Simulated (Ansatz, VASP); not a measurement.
One calculation of Al2Cu, two programs

```
Al Cu
1.0
    -3.11697    3.11697    2.36837
     3.11697   -3.11697    2.36837
     3.11697    3.11697   -2.36837
Al Cu
4 2
Direct
  0.15872 0.65872 0.81744
  0.65872 0.84128 0.50000
  0.84128 0.34128 0.18256
  0.34128 0.15872 0.50000
  0.75000 0.75000 0.00000
  0.25000 0.25000 0.00000
```

Change from the starting cell: strain +0.030 along x and y, -0.030 along z, atoms carried along.

Alike in both runs: task single point; functional PBE; k mesh 12 × 12 × 12; occupations gaussian, width 0.15 eV; no spin polarisation.

|  | VASP | Ansatz |
| --- | --- | --- |
| version | VASP 6.6.1 | Ansatz 0.2.0 |
| potentials or method | VASP PAW PBE potentials, release 64 (Al, Cu), cutoff 520 eV | scalar-relativistic, plane waves, PAW |
| valence electrons in the cell | 34 | 50 |

VASP gave:

* gap on the k mesh at the Fermi level (eV): none
* pressure (GPa): -2.3
* traceless stress, the component that is largest in VASP (GPa): 4.85
* rms of the force components (eV/Å): 0.054

Task: Estimate Ansatz's values.

Result: gap on the k mesh at the Fermi level (eV): none; pressure (GPa): -2.4; traceless stress, the component that is largest in VASP (GPa): 4.86; rms of the force components (eV/Å): 0.052.

Atom by atom the forces differ by 0.002 eV/Å (rms over components). A gap of «none» marks a metal or a gap that the smearing closes. The functional is the same, so the differences come from potentials, cutoffs and numerics. VASP's potentials hold 34 valence electrons a cell and Ansatz's 50, so a difference there can come from the potentials and not from the codes.
